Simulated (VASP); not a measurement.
Write the native input for VASP 6.6.1 that does the following.

```
Task                   : single point
Functional             : PBEsol
Potentials or basis    : VASP PAW PBE potentials, release 64 (Re)
Cutoff                 : 520 eV
k mesh                 : 18 × 18 × 10
Occupations            : gaussian, width 0.15 eV
Spin                   : no spin polarisation
Dipole correction      : no
Further INCAR settings : ALGO = Fast; EDIFF = 1e-07; NBANDS = 14
```

The structure of Re lies in POSCAR:

```
Re
1.0
    2.8420000000      0.0000000000      0.0000000000
   -1.4210000000      2.4612441976      0.0000000000
    0.0000000000      0.0000000000      4.0878000000
Re
2
Direct
    0.3333333333      0.6666666667      0.2500000000
    0.6666666667      0.3333333333      0.7500000000
```

These files were run (other wordings do the same):

INCAR

```
  PREC = Accurate
  ENCUT = 520
  EDIFF = 1E-7
  ISMEAR = 0
  SIGMA = 0.15
  LREAL = F
  LASPH = T
  NELM = 100
  ALGO = Fast
  ISIF = 2
  LWAVE = F
  LCHARG = F
  GGA = PS
  NBANDS = 14
```

KPOINTS

```
Automatic mesh
0
Gamma
  18 18 10
```

Potentials or basis: VASP PAW PBE potentials, release 64 (Re).

The run is started by

```console
$ cat potpaw_PBE.64/Re/POTCAR > POTCAR
$ mpirun -np 1 vasp_std > vasp.out
```

It gave:

```
Pressure               : 12.6 GPa
Band gap on the k mesh : zero (bands 7 and 8 overlap by 3.29 eV)
```

Caveat: the cell stands under pressure; the PAW data sets were made with another functional, which shifts forces and pressure a little; spin-orbit coupling is left out, which moves the levels of the heavy elements.

Wall time 47 s on 1 thread of Intel(R) Xeon(R) 6975P-C (Granite Rapids), on a shared host, peak memory 0.2 GiB.
